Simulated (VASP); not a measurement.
# Ta3H8 (Pm-3m) in VASP: further runs

The runs below take Ta3H8 through single point, relaxation of cell and atoms, with PBE.

Program: VASP 6.6.1. These are calculated values, not measurements. Logs are shortened: lines on timing, memory, paths and dates and some standing lists are left out, and cuts for length are marked.

### 1 The cell of the first run

The structure is cubic, space group Pm-3m (No. 221). The conventional cell has a = 3.997 Å, b = 3.997 Å, c = 3.997 Å, α = 90.00°, β = 90.00°, γ = 90.00°. Ta (site symmetry 4/mmm) has 8 H at 1.99 Å within 2.6 Å. Within 1.8 Å of H (site symmetry 3m) lie 3 H at 1.35 Å.

### 2 Single point, PBE

INCAR reads:

```
  PREC = Accurate
  ENCUT = 520
  EDIFF = 1E-6
  ISMEAR = 0
  SIGMA = 0.1
  LREAL = False
  LASPH = True
  NELM = 80
  ALGO = Normal
  ISIF = 2
  LWAVE = False
  LCHARG = True
  GGA = PE
  LELF = True
  LVHAR = True
  NBANDS = 32
```

KPOINTS reads:

```
regular mesh
0
Gamma
  4 4 4
```

POSCAR reads:

```
Ta3H8
1.0
    3.9971050500      0.0000000000      0.0000000000
    0.0000000000      3.9971050500      0.0000000000
    0.0000000000      0.0000000000      3.9971050500
Ta H
3 8
Direct
    0.5000000000      0.0000000000      0.0000000000
    0.0000000000      0.5000000000      0.0000000000
    0.0000000000      0.0000000000      0.5000000000
    0.6683461600      0.6683461600      0.6683461600
    0.3316538400      0.3316538400      0.6683461600
    0.3316538400      0.6683461600      0.3316538400
    0.6683461600      0.3316538400      0.3316538400
    0.6683461600      0.6683461600      0.3316538400
    0.3316538400      0.3316538400      0.3316538400
    0.6683461600      0.3316538400      0.6683461600
    0.3316538400      0.6683461600      0.6683461600
```

Potentials or basis: VASP PAW PBE potentials, release 64 (Ta_pv, H).

The run is started by

```sh
cat potpaw_PBE.64/Ta_pv/POTCAR potpaw_PBE.64/H/POTCAR > POTCAR
mpirun -np 1 vasp_std > vasp.out
```

OUTCAR:

```text
PREC = Accurate
   ENCUT = 520
   EDIFF = 1E-6
   ISMEAR = 0
   LREAL = False
   LASPH = True
   NELM = 80
   ISIF = 2
   GGA = PE

 ion  position               nearest neighbor table
   1  0.500  0.000  0.000-   4 1.99   5 1.99   6 1.99   7 1.99   8 1.99   9 1.99  10 1.99  11 1.99
                             2 2.83   3 2.83   3 2.83   2 2.83   2 2.83   3 2.83   3 2.83   2 2.83
   2  0.000  0.500  0.000-   4 1.99   5 1.99   6 1.99   7 1.99   8 1.99   9 1.99  10 1.99  11 1.99
                             1 2.83   3 2.83   3 2.83   1 2.83   3 2.83   3 2.83   1 2.83   1 2.83
   3  0.000  0.000  0.500-   4 1.99   5 1.99   6 1.99   7 1.99   8 1.99   9 1.99  10 1.99  11 1.99
                             1 2.83   2 2.83   1 2.83   2 2.83   2 2.83   2 2.83   1 2.83   1 2.83
   4  0.668  0.668  0.668-   3 1.99   2 1.99   1 1.99
   5  0.332  0.332  0.668-   3 1.99   2 1.99   1 1.99
   6  0.332  0.668  0.332-   3 1.99   2 1.99   1 1.99
   7  0.668  0.332  0.332-   3 1.99   2 1.99   1 1.99
   8  0.668  0.668  0.332-   3 1.99   2 1.99   1 1.99
   9  0.332  0.332  0.332-   3 1.99   2 1.99   1 1.99
  10  0.668  0.332  0.668-   3 1.99   2 1.99   1 1.99
  11  0.332  0.668  0.668-   3 1.99   2 1.99   1 1.99

  LATTYP: Found a simple cubic cell.
 ALAT       =     3.9971050500

  Lattice vectors:

 A1 = (   3.9971050500,   0.0000000000,   0.0000000000)
 A2 = (   0.0000000000,   3.9971050500,   0.0000000000)
 A3 = (   0.0000000000,   0.0000000000,   3.9971050500)

Analysis of symmetry for initial positions (statically):
=====================================================================
 Subroutine PRICEL returns:
 Original cell was already a primitive cell.

 Routine SETGRP: Setting up the symmetry group for a
 simple cubic supercell.

 Subroutine GETGRP returns: Found 48 space group operations
[... 9 lines left out ...]

 Routine SETGRP: Setting up the symmetry group for a
 simple cubic supercell.

 Subroutine GETGRP returns: Found 48 space group operations
[... 11 lines left out ...]
                                     Primitive cell

  volume of cell :      63.8611

  direct lattice vectors                    reciprocal lattice vectors
     3.997105050  0.000000000  0.000000000     0.250181065  0.000000000  0.000000000
     0.000000000  3.997105050  0.000000000     0.000000000  0.250181065  0.000000000
     0.000000000  0.000000000  3.997105050     0.000000000  0.000000000  0.250181065

  length of vectors
     3.997105050  3.997105050  3.997105050     0.250181065  0.250181065  0.250181065
[... 92 lines left out ...]
   POTIM  = 0.5000    time-step for ionic-motion
   TEBEG  =    0.0;   TEEND  =   0.0 temperature during run
   PSTRESS=    0.0 pullay stress
   NELECT =      41.0000    total number of electrons
   NUPDOWN=      -1.0000    fix difference up-down
   EMIN   =  10.00;   EMAX   =-10.00  energy-range for DOS
   EFERMI =   0.00;   METHOD = LEGACY
   ISMEAR =     0;   SIGMA  =   0.10  broadening in eV -4-tet -1-fermi 0-gaus
   EFERMI_NEDOS =   21; number of points for ismear=-14 and -15
   IALGO  =     38    algorithm
   IMIX   =      4    mixing-type and parameters
     AMIX     =   0.40;   BMIX     =  1.00
     AMIX_MAG =   1.60;   BMIX_MAG =  1.00
  volume/ion in A,a.u.               =       5.81        39.18
  Fermi-wavevector in a.u.,A,eV,Ry     =   1.412290  2.668841 27.137678  1.994563
  Thomas-Fermi vector in A             =   2.534054
   LORBIT       =      0    0 simple, 1 ext, 2 COOP (PROOUT), +10 PAW based schemes
   GGA     = PE    functional components
   LHFCALC =     F    Hartree Fock is set to
   AEXX    =    0.0000 exact exchange contribution
   IVDW    =     0    specifies the selected vdW correction
   LEPSILON=     F    determine dielectric tensor
   LRPA    =     F    only Hartree local field effects (RPA)
 non-spin polarized calculation
 Gauss-broadening in eV      SIGMA  =   0.10
  energy-cutoff  :      520.00
  volume of cell :       63.86
 maximum number of plane-waves:      1747
 NGX is ok and might be reduce to    30
   NGX = 15   NGY = 15   NGZ = 15

 number of electron      40.9999978 magnetization

 Free energy of the ion-electron system (eV)
  ---------------------------------------------------
  ext. energy  EPLUGINS =         0.00000000
  ---------------------------------------------------
  free energy    TOTEN  =       -58.19585243 eV

  energy without entropy =      -58.19457359  energy(sigma->0) =      -58.19521301

 E-fermi :   7.2537     XC(G=0): -13.0060

 val. band max:        7.1325161524   @ k =   0.5000   0.5000   0.5000
 cond. band min:       7.3736093045   @ k =   0.0000   0.0000   0.0000
 fundamental gap:      0.2410931521
 Fermi energy:         7.2537209075

 k-point     1 :       0.0000    0.0000    0.0000
  band No.  band energies     occupation
      1     -27.9996      2.00000
      2     -27.9996      2.00000
      3     -27.9996      2.00000
      4     -27.2502      2.00000
      5     -27.2502      2.00000
      6     -27.2502      2.00000
[... 339 lines left out ...]
     31      15.6493      0.00000
     32      15.6493      0.00000

------------------------ aborting loop because EDIFF is reached ----------------------------------------

  FORCE on cell =-STRESS in cart. coord.  units (eV):
  Direction    XX          YY          ZZ          XY          YZ          ZX
  --------------------------------------------------------------------------------------
  -------------------------------------------------------------------------------------
  Total       18.8203600     18.8203600     18.8203600     -0.0000000      0.0000000     -0.0000000
  in kB      472.1737319    472.1737319    472.1737319     -0.0000000      0.0000000     -0.0000000
  external PRESSURE =     472.1737319 kB  Pullay stress =       0.0000000 kB

 VOLUME and BASIS-vectors are now :
 -----------------------------------------------------------------------------
  energy-cutoff  :      520.00
  volume of cell :       63.86
      direct lattice vectors                 reciprocal lattice vectors
     3.997105050  0.000000000  0.000000000     0.250181065  0.000000000  0.000000000
     0.000000000  3.997105050  0.000000000     0.000000000  0.250181065  0.000000000
     0.000000000  0.000000000  3.997105050     0.000000000  0.000000000  0.250181065

 POSITION                                       TOTAL-FORCE (eV/Angst)
 -----------------------------------------------------------------------------------
      1.99855      0.00000      0.00000        -0.000000      0.000000     -0.000000
      0.00000      1.99855      0.00000        -0.000000      0.000000     -0.000000
      0.00000      0.00000      1.99855        -0.000000      0.000000     -0.000000
      2.67145      2.67145      2.67145         1.264850      1.264850      1.264850
      1.32566      1.32566      2.67145        -1.264850     -1.264850      1.264850
      1.32566      2.67145      1.32566        -1.264850      1.264850     -1.264850
      2.67145      1.32566      1.32566         1.264850     -1.264850     -1.264850
      2.67145      2.67145      1.32566         1.264850      1.264850     -1.264850
      1.32566      1.32566      1.32566        -1.264850     -1.264850     -1.264850
      2.67145      1.32566      2.67145         1.264850     -1.264850      1.264850
      1.32566      2.67145      2.67145        -1.264850      1.264850      1.264850
 -----------------------------------------------------------------------------------
    total drift:                                0.000000      0.000000      0.000000

  FREE ENERGIE OF THE ION-ELECTRON SYSTEM (eV)
  ---------------------------------------------------
  free  energy   TOTEN  =       -58.1958524314 eV

  energy  without entropy=      -58.1945735859  energy(sigma->0) =      -58.19521301
```

OSZICAR:

```text
N       E                     dE             d eps       ncg     rms          rms(c)
DAV:   1     0.344158313516E+03    0.34416E+03   -0.21446E+04   640   0.131E+03
DAV:   2    -0.456222471348E+02   -0.38978E+03   -0.37591E+03   696   0.395E+02
DAV:   3    -0.609330650268E+02   -0.15311E+02   -0.14975E+02   808   0.745E+01
DAV:   4    -0.610936734979E+02   -0.16061E+00   -0.16015E+00   760   0.722E+00
DAV:   5    -0.610950388580E+02   -0.13654E-02   -0.13650E-02   800   0.621E-01    0.379E+01
DAV:   6    -0.585769506099E+02    0.25181E+01   -0.41538E+00   760   0.126E+01    0.183E+01
DAV:   7    -0.582247664055E+02    0.35218E+00   -0.11637E+00   752   0.625E+00    0.367E+00
DAV:   8    -0.581959155966E+02    0.28851E-01   -0.88494E-02   752   0.140E+00    0.508E-01
DAV:   9    -0.581958221529E+02    0.93444E-04   -0.51809E-03   728   0.386E-01    0.158E-01
DAV:  10    -0.581958459286E+02   -0.23776E-04   -0.29195E-04   840   0.111E-01    0.483E-02
DAV:  11    -0.581958549701E+02   -0.90416E-05   -0.22523E-05   784   0.274E-02    0.853E-03
DAV:  12    -0.581958525379E+02    0.24323E-05   -0.21055E-06   688   0.953E-03    0.176E-03
DAV:  13    -0.581958524314E+02    0.10647E-06   -0.97709E-08   512   0.199E-03
   1 F= -.58195852E+02 E0= -.58195213E+02  d E =-.127885E-02
```

It took 18 s on 1 thread of Intel Xeon Platinum 8375C at 2.90GHz (Ice Lake), shared host; peak memory 0.17 GiB.

What came out:

```yaml
Free_energy: -58.1959 eV
Pressure: 47.2 GPa
Largest_force: 2.191 eV/Å
```

Forces on the atoms (eV/Å):
```
Ta   0.000  0.000  0.000
Ta   0.000  0.000  0.000
Ta   0.000  0.000  0.000
H    1.265  1.265  1.265
H   -1.265 -1.265  1.265
H   -1.265  1.265 -1.265
H    1.265 -1.265 -1.265
H    1.265  1.265 -1.265
H   -1.265 -1.265 -1.265
H    1.265 -1.265  1.265
H   -1.265  1.265  1.265
```

Levels at points of the mesh, in eV from the Fermi level:
| k point | band 16 | band 17 | band 18 | band 19 | band 20 | band 21 | band 22 | band 23 | band 24 | band 25 |
| --- | --- | --- | --- | --- | --- | --- | --- | --- | --- | --- |
| (0.00, 0.00, 0.00) | -6.17 | -6.17 | -4.81 | -4.81 | 0.12 | 0.12 | 0.12 | 2.05 | 4.16 | 4.16 |
| (0.50, 0.00, 0.00) | -3.85 | -3.16 | -3.16 | -2.35 | -1.46 | 0.45 | 1.07 | 1.07 | 1.08 | 1.33 |
| (0.50, 0.50, 0.00) | -3.12 | -3.12 | -2.59 | -2.59 | -1.78 | 0.72 | 0.72 | 1.01 | 1.10 | 2.51 |
| (0.50, 0.50, 0.50) | -6.93 | -0.93 | -0.93 | -0.93 | -0.34 | -0.12 | -0.12 | -0.12 | 1.87 | 1.87 |

Caveat: the k points lie up to 0.39 Å⁻¹ apart; spin-orbit coupling is left out, which moves the levels of the heavy elements; forces of over 1 eV/Å act on the atoms, so gaps and moduli don't describe the material at rest.

### 3 Single point, PBE

This run uses another cell than the first one, of 7.69 Å³/atom, 1.324 times its volume.

INCAR reads:

```
SYSTEM = Ta3H8
PREC = Accurate
ENCUT = 520
EDIFF = 1E-7
ISMEAR = 0
SIGMA = 0.1
LREAL = .FALSE.
LASPH = .TRUE.
NELM = 80
ALGO = Normal
ISIF = 2
LWAVE = .FALSE.
LCHARG = .FALSE.
GGA = PE
NBANDS = 32
```

KPOINTS reads:

```
Automatic mesh
0
G
  4 4 4
  0 0 0
```

POSCAR reads:

```
Ta3H8
1.0
    4.3895784703      0.0000000000      0.0000000000
    0.0000000000      4.3895784703      0.0000000000
    0.0000000000      0.0000000000      4.3895784703
Ta H
3 8
Direct
    0.5000000000      0.0000000000      0.0000000000
    0.0000000000      0.5000000000      0.0000000000
    0.0000000000      0.0000000000      0.5000000000
    0.7316756103      0.7316756103      0.7316756103
    0.2683243897      0.2683243897      0.7316756103
    0.2683243897      0.7316756103      0.2683243897
    0.7316756103      0.2683243897      0.2683243897
    0.7316756103      0.7316756103      0.2683243897
    0.2683243897      0.2683243897      0.2683243897
    0.7316756103      0.2683243897      0.7316756103
    0.2683243897      0.7316756103      0.7316756103
```

Potentials or basis: VASP PAW PBE potentials, release 64 (Ta_pv, H).

The run is started by

```sh
cat potpaw_PBE.64/Ta_pv/POTCAR potpaw_PBE.64/H/POTCAR > POTCAR
mpirun -np 1 vasp_std > vasp.out
```

Wall time 25 s (1 thread of Intel Xeon Platinum 8375C at 2.90GHz (Ice Lake), shared host); peak memory 0.2 GiB.

Results (log left out):

```
Free energy   : -63.6468 eV
Pressure      : 0.1 GPa
Largest force : 0.008 eV/Å
```

Forces on the atoms (eV/Å):
```
Ta   0.000  0.000  0.000
Ta   0.000  0.000  0.000
Ta   0.000  0.000  0.000
H   -0.005 -0.005 -0.005
H    0.005  0.005 -0.005
H    0.005 -0.005  0.005
H   -0.005  0.005  0.005
H   -0.005 -0.005  0.005
H    0.005  0.005  0.005
H   -0.005  0.005 -0.005
H    0.005 -0.005 -0.005
```

Levels at points of the mesh, in eV from the Fermi level:
| k point | band 17 | band 18 | band 19 | band 20 | band 21 | band 22 | band 23 | band 24 |
| --- | --- | --- | --- | --- | --- | --- | --- | --- |
| (0.00, 0.00, 0.00) | -4.90 | -3.52 | -3.52 | 0.12 | 0.12 | 0.12 | 0.39 | 2.77 |
| (0.50, 0.00, 0.00) | -4.09 | -3.55 | -1.61 | -1.09 | -0.11 | 0.60 | 0.62 | 0.62 |
| (0.50, 0.50, 0.00) | -4.70 | -1.88 | -1.88 | -1.00 | 0.51 | 0.51 | 0.53 | 1.23 |
| (0.50, 0.50, 0.50) | -4.20 | -1.06 | -1.06 | -1.06 | 0.28 | 0.28 | 0.28 | 1.28 |

Caveat: spin-orbit coupling is left out, which moves the levels of the heavy elements.

### 4 Relaxation of cell and atoms, PBE

INCAR reads:

```
ALGO = Normal ; EDIFF = 1E-7
EDIFFG = -0.04 ; ENCUT = 600
GGA = PE ; IBRION = 2
ISIF = 3 ; ISMEAR = 0
LASPH = T ; LCHARG = F
LREAL = F ; LWAVE = F
NELM = 80 ; NSW = 90
PREC = Accurate ; SIGMA = 0.1
```

KPOINTS reads:

```
k-points
0
Gamma
  4 4 4
```

POSCAR reads:

```
Ta3H8
1.0
    3.9971050500      0.0000000000      0.0000000000
    0.0000000000      3.9971050500      0.0000000000
    0.0000000000      0.0000000000      3.9971050500
Ta H
3 8
Direct
    0.5000000000      0.0000000000      0.0000000000
    0.0000000000      0.5000000000      0.0000000000
    0.0000000000      0.0000000000      0.5000000000
    0.6683461600      0.6683461600      0.6683461600
    0.3316538400      0.3316538400      0.6683461600
    0.3316538400      0.6683461600      0.3316538400
    0.6683461600      0.3316538400      0.3316538400
    0.6683461600      0.6683461600      0.3316538400
    0.3316538400      0.3316538400      0.3316538400
    0.6683461600      0.3316538400      0.6683461600
    0.3316538400      0.6683461600      0.6683461600
```

The run is started by

```sh
cat potpaw_PBE.64/Ta_pv/POTCAR potpaw_PBE.64/H/POTCAR > POTCAR
mpirun -np 1 vasp_std > vasp.out
```

It took 1.7 min on 1 thread of Intel Xeon Platinum 8375C at 2.90GHz (Ice Lake), shared host; peak memory 0.18 GiB.

Results (log left out):

```yaml
Free_energy: -63.6273 eV
Relaxed_volume: 7.68 Å³/atom
Relaxed_cell: a = 4.388 Å, b = 4.388 Å, c = 4.388 Å, α = 90.00°, β = 90.00°, γ = 90.00°
Space_group_after_relaxing_to_0.05_Å: Pm-3m (No. 221)
Energy_gained_by_relaxing: 493.0 meV/atom
Ionic_steps: 9
Pressure_after_relaxing: -0.1 GPa
Largest_force_after_relaxing: 0.014 eV/Å
```

Forces in eV/Å, atoms in the order of the input:
```
Ta   0.000  0.000  0.000
Ta   0.000  0.000  0.000
Ta   0.000  0.000  0.000
H    0.008  0.008  0.008
H   -0.008 -0.008  0.008
H   -0.008  0.008 -0.008
H    0.008 -0.008 -0.008
H    0.008  0.008 -0.008
H   -0.008 -0.008 -0.008
H    0.008 -0.008  0.008
H   -0.008  0.008  0.008
```

Step by step:
| step | energy change (eV) | largest force (eV/Å) | pressure (GPa) | volume (Å³) |
| --- | --- | --- | --- | --- |
| 1 | 0.0000 | 2.1893 | 47.41 | 63.86 |
| 2 | -3.1881 | 1.6732 | -8.84 | 81.09 |
| 3 | -3.2043 | 1.6557 | -10.90 | 82.28 |
| 4 | -4.4300 | 1.0924 | -4.36 | 80.79 |
| 5 | -5.1957 | 0.0007 | 12.21 | 78.15 |
| 6 | -5.2057 | 0.1145 | 10.24 | 78.42 |
| 7 | -5.4197 | 0.0587 | -0.93 | 84.68 |
| 8 | -5.4198 | 0.0594 | -0.77 | 84.57 |
| 9 | -5.4227 | 0.0144 | -0.15 | 84.51 |

Final structure:
```
CELL_PARAMETERS angstrom
4.38833 0.00000 0.00000
0.00000 4.38833 0.00000
0.00000 0.00000 4.38833
ATOMIC_POSITIONS crystal
Ta 0.50000 0.00000 0.00000
Ta 0.00000 0.50000 0.00000
Ta 0.00000 0.00000 0.50000
H 0.73093 0.73093 0.73093
H 0.26907 0.26907 0.73093
H 0.26907 0.73093 0.26907
H 0.73093 0.26907 0.26907
H 0.73093 0.73093 0.26907
H 0.26907 0.26907 0.26907
H 0.73093 0.26907 0.73093
H 0.26907 0.73093 0.73093
```

Levels at points of the mesh, in eV from the Fermi level:
```tsv
k point	band 17	band 18	band 19	band 20	band 21	band 22	band 23	band 24
(0.00, 0.00, 0.00)	-4.91	-3.52	-3.52	0.11	0.11	0.11	0.42	2.77
(0.50, 0.00, 0.00)	-4.09	-3.56	-1.62	-1.10	-0.11	0.59	0.62	0.62
(0.50, 0.50, 0.00)	-4.68	-1.88	-1.88	-1.01	0.51	0.51	0.53	1.22
(0.50, 0.50, 0.50)	-4.16	-1.05	-1.05	-1.05	0.27	0.27	0.27	1.28
```

Caveat: the k points lie up to 0.36 Å⁻¹ apart in the final cell; the volume moved by over 15 % at a fixed basis, so the end points are rough; spin-orbit coupling is left out, which moves the levels of the heavy elements.

[end of part 1 of 2]
